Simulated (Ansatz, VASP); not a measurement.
One calculation of Ti, two programs

```xyz
1
Lattice="-1.6300 1.6300 1.6300 1.6300 -1.6300 1.6300 1.6300 1.6300 -1.6300" Properties=species:S:1:pos:R:3 pbc="T T T"
Ti    0.0000    0.0000    0.0000
```

Alike in both runs: task single point; functional r2SCAN; k mesh 11 × 11 × 11; occupations fermi-dirac, width 0.05 eV; no spin polarisation.

```csv
,VASP,Ansatz
version,VASP 6.6.1,Ansatz 0.2.0
potentials or method,"VASP PAW PBE potentials, release 64 (Ti_sv)",Ansatz PAW
plane-wave cutoff (eV),520,500
valence electrons in the cell,12,12
```

Ansatz gave:

| Quantity | Value |
| --- | --- |
| gap on the k mesh at the Fermi level (eV) | none |
| pressure (GPa) | -0.7 |

Task: Estimate VASP's values.

Result: gap on the k mesh at the Fermi level (eV): none; pressure (GPa): -0.4.

VASP's potentials were made for PBE, not for r2SCAN. A gap of «none» marks a metal or a gap that the smearing closes.
